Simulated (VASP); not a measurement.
Na2AlGeP3O12, 38 atoms in the cell. Symmetry: Cc, No. 9, monoclinic system. The conventional cell has a = 14.726 Å, b = 8.426 Å, c = 8.698 Å, α = 90.00°, β = 124.16°, γ = 90.00°. Within 3.3 Å of Na (site symmetry 1) lie 10 O at 2.28 to 3.21 Å and 3 P at 2.83 to 2.96 Å and 1 Al at 3.05 Å and 1 Ge at 3.09 Å and 2 Na at 3.24 to 3.28 Å. Na (site symmetry 1) has 12 O at 2.44 to 3.50 Å and 1 Al at 3.13 Å and 1 Ge at 3.22 Å and 2 Na at 3.24 to 3.28 Å and 6 P at 3.45 to 3.58 Å within 3.6 Å. Within 2.4 Å of Al (site symmetry 1) lie 6 O at 1.84 to 1.94 Å. Within 2.5 Å of Ge (site symmetry 1) lie 6 O at 1.85 to 1.95 Å. P (site symmetry 1) has 4 O at 1.52 to 1.57 Å within 2.0 Å. Within 2.0 Å of P (site symmetry 1) lie 4 O at 1.51 to 1.57 Å. P (site symmetry 1) has 4 O at 1.51 to 1.58 Å within 2.0 Å. Within 2.0 Å of O (site symmetry 1) lie 1 P at 1.52 Å and 1 Al at 1.87 Å. 

| Property | Result |
| --- | --- |
| Program | VASP 6.6.1 |
| Task | electric field gradients |
| Functional | r2SCAN |
| Potentials or basis | VASP PAW PBE potentials, release 64 (Na_pv, Al, Ge_d, P, O) |
| Cutoff | 520 eV |
| k mesh | 3 × 3 × 3 |
| Occupations | fermi-dirac, width 0.02 eV |
| Spin | no spin polarisation |
| Dipole correction | no |
| Further INCAR settings | LREAL = Auto; ALGO = Normal; EDIFF = 1e-08; NBANDS = 143 |

Potentials or basis: VASP PAW PBE potentials, release 64 (Na_pv, Al, Ge_d, P, O).

The run is started by

```bash
$ cat potpaw_PBE.64/Na_pv/POTCAR potpaw_PBE.64/Al/POTCAR potpaw_PBE.64/Ge_d/POTCAR potpaw_PBE.64/P/POTCAR potpaw_PBE.64/O/POTCAR > POTCAR
$ cp INCAR.step1 INCAR
$ mpirun -np 1 vasp_std > vasp.out
$ cp INCAR.step2 INCAR
$ mpirun -np 1 vasp_std > vasp.out
```

Hardware: 1 × NVIDIA H100 80GB with 1 thread of AMD EPYC 7R13 Processor (Zen 3), with other jobs on the host.

Q: Estimate the wall time of this run.

A: Wall time 10 min on 1 × NVIDIA H100 80GB with 1 thread of AMD EPYC 7R13 Processor (Zen 3) (shared host), peak memory 1.9 GiB. Counts: k points 10.
